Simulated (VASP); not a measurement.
Wanted: the native input for a VASP 6.6.1 run.

```
Task                   : relaxation of cell and atoms
Functional             : PBEsol
Potentials or basis    : VASP PAW PBE potentials, release 64 (Zn, S)
Cutoff                 : 600 eV
k mesh                 : 8 × 8 × 8
Occupations            : gaussian, width 0.01 eV
Spin                   : no spin polarisation
Target pressure        : 2 GPa
Dipole correction      : no
Further INCAR settings : ALGO = Normal; EDIFF = 1e-06; IBRION = 2; EDIFFG = -0.002; NSW = 100; ISIF = 3
```

The structure of ZnS lies in POSCAR:

```
ZnS
1.0
    0.0000000000      2.6777713895      2.6777713895
    2.6777713895      0.0000000000      2.6777713895
    2.6777713895      2.6777713895      0.0000000000
Zn S
1 1
Direct
    0.7500000000      0.7500000000      0.7500000000
    0.0000000000      0.0000000000      0.0000000000
```

The input as run:

INCAR

```
PREC = Accurate
ENCUT = 600
EDIFF = 1E-6
ISMEAR = 0
SIGMA = 0.01
LREAL = F
LASPH = T
NELM = 80
ALGO = Normal
ISIF = 3
LWAVE = F
LCHARG = F
GGA = PS
IBRION = 2
NSW = 100
EDIFFG = -0.002
PSTRESS = 20.0
```

KPOINTS

```
regular mesh
0
Gamma
  8 8 8
```

Potentials or basis: VASP PAW PBE potentials, release 64 (Zn, S).

Run with:

```console
$ cat potpaw_PBE.64/Zn/POTCAR potpaw_PBE.64/S/POTCAR > POTCAR
$ mpirun -np 1 vasp_std > vasp.out
```

Results of the run:

* Relaxed volume: 18.81 Å³/atom
* Relaxed cell: a = 3.761 Å, b = 3.761 Å, c = 3.761 Å, α = 60.00°, β = 60.00°, γ = 60.00°
* Space group after relaxing (to 0.05 Å): F-43m (No. 216)
* Energy change on relaxing (the enthalpy is what falls): +2.7 meV/atom
* Ionic steps: 6
* Pressure after relaxing: 2.0 GPa
* Band gap on the k mesh: 2.19 eV, direct

Caveat: the cell is relaxed towards a set pressure, so the enthalpy falls and the energy may rise; the PAW data sets were made with another functional, which shifts forces and pressure a little.

Run time: 110 s on 1 thread of Intel Xeon 8259CL, on a shared host, peak memory 0.18 GiB.
